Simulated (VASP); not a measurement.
Br: single point with PBE

Br:

```
CELL_PARAMETERS angstrom
5.18129 0.09341 0.28256
-1.46398 3.86919 -0.19591
-2.57781 -0.09010 5.71859
ATOMIC_POSITIONS crystal
Br 0.63077 0.89829 0.06397
Br 0.00553 0.46483 0.43873
Br 0.31852 0.18257 0.75195
```

```
Program             : VASP 6.6.1
Task                : single point
Functional          : PBE
Potentials or basis : VASP PAW PBE potentials, release 64 (Br)
Cutoff              : 520 eV
k mesh              : 4 × 4 × 4
Occupations         : gaussian, width 0.1 eV
Spin                : no spin polarisation
```

The pressure is 0.1 GPa and the largest force is 0.040 eV/Å.

Forces in eV/Å, atoms in the order of the input:
```
Br  -0.016  0.027 -0.016
Br   0.017 -0.019  0.030
Br  -0.001 -0.008 -0.015
```

Stress tensor (GPa, compression positive):
```
 0.10  0.11  0.01
 0.11 -0.09  0.06
 0.01  0.06  0.21
```

Levels at points of the mesh, in eV from the Fermi level:
| k point | band 8 | band 9 | band 10 | band 11 | band 12 | band 13 | band 14 | band 15 |
| --- | --- | --- | --- | --- | --- | --- | --- | --- |
| (0.00, 0.00, 0.00) | -2.00 | -1.22 | -0.86 | -0.30 | 2.54 | 5.13 | 8.01 | 8.25 |
| (0.50, 0.00, 0.00) | -1.89 | -0.98 | -0.67 | -0.02 | 1.23 | 6.50 | 7.84 | 8.09 |
| (0.00, 0.50, 0.00) | -1.26 | -1.09 | -0.67 | 0.83 | 1.42 | 6.79 | 7.57 | 8.05 |
| (0.50, 0.50, 0.00) | -1.41 | -0.77 | -0.64 | -0.57 | 2.97 | 6.27 | 7.78 | 8.32 |
| (0.00, 0.00, 0.50) | -1.75 | -0.99 | -0.69 | -0.37 | 1.21 | 6.31 | 6.86 | 6.98 |
| (0.50, 0.00, 0.50) | -2.01 | -1.01 | -0.71 | -0.28 | 2.56 | 7.76 | 8.12 | 8.54 |
| (0.00, 0.50, 0.50) | -1.66 | -0.85 | -0.62 | -0.55 | 2.95 | 7.88 | 8.06 | 8.44 |
| (0.50, 0.50, 0.50) | -1.50 | -0.66 | -0.63 | 0.82 | 1.42 | 7.18 | 7.94 | 9.04 |

It took 94 s on 1 thread of Intel(R) Xeon(R) Platinum 8259CL CPU @ 2.50GHz (Skylake/Cascade Lake), on a shared host, peak memory 0.25 GiB.

Caveat: the k points lie up to 0.40 Å⁻¹ apart; an odd number of electrons without spin polarisation forces a metal; a magnetic or distorted state may lie lower.
